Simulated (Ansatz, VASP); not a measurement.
Two plane-wave programs on Si

Contents of INCAR:

```
SYSTEM = Si
  PREC = Accurate
  ENCUT = 600
  EDIFF = 1E-6
  ISMEAR = -1
  SIGMA = 0.02
  LREAL = .False.
  LASPH = .True.
  NELM = 100
  ALGO = Normal
  ISIF = 3
  LWAVE = .False.
  LCHARG = .False.
  GGA = PS
  IBRION = 2
  NSW = 60
  EDIFFG = -0.005
```

Contents of KPOINTS:

```
Automatic mesh
0
Gamma
  11 11 11
  0 0 0
```

Contents of POSCAR:

```
Si
1.0
    0.0000000000      2.7175356139      2.7175356139
    2.7175356139      0.0000000000      2.7175356139
    2.7175356139      2.7175356139      0.0000000000
Si
2
Direct
   -0.1250000000     -0.1250000000     -0.1250000000
    0.1250000000      0.1250000000      0.1250000000
```

Input for Ansatz:

```yaml
crystal:
  lattice:
    - [0.0, 2.7175356139, 2.7175356139]
    - [2.7175356139, 0.0, 2.7175356139]
    - [2.7175356139, 2.7175356139, 0.0]
  atoms:
    - { symbol: Si, position: [-0.125, -0.125, -0.125] }
    - { symbol: Si, position: [0.125, 0.125, 0.125] }
kpoints:
  mp_grid: { grid: [11, 11, 11] }
scf:
  occupations: { method: fermi_dirac, width: 0.02 }
hamiltonian:
  xc: pbesol
  pseudopotentials: { kind: paw }
output:
  forces: true
  stress: true
relax:
  f_tol: 0.005
  max_steps: 40
  cell: {}
```

Alike in both runs: task relaxation of cell and atoms; functional PBEsol; k mesh 11 × 11 × 11; occupations fermi-dirac, width 0.02 eV; no spin polarisation.

|  | VASP | Ansatz |
| --- | --- | --- |
| version | VASP 6.6.1 | Ansatz 0.2.0 |
| potentials or method | VASP PAW PBE potentials, release 64 (Si) | PAW with Ansatz's default frozen-core files, scalar-relativistic |
| plane-wave cutoff (eV) | 600 | 420 |
| valence electrons in the cell | 8 | 8 |

VASP gave:

| Item | Value |
| --- | --- |
| relaxed volume (Å³/atom) | 20.08 |
| relaxed cell length with the largest relative difference (Å) | 3.844 |

**Question.** What did Ansatz give for the same quantities?

**Answer.** Relaxed volume (Å³/atom): 20.06; relaxed cell length with the largest relative difference (Å): 3.842.

VASP's potentials were made for PBE, not for PBEsol.
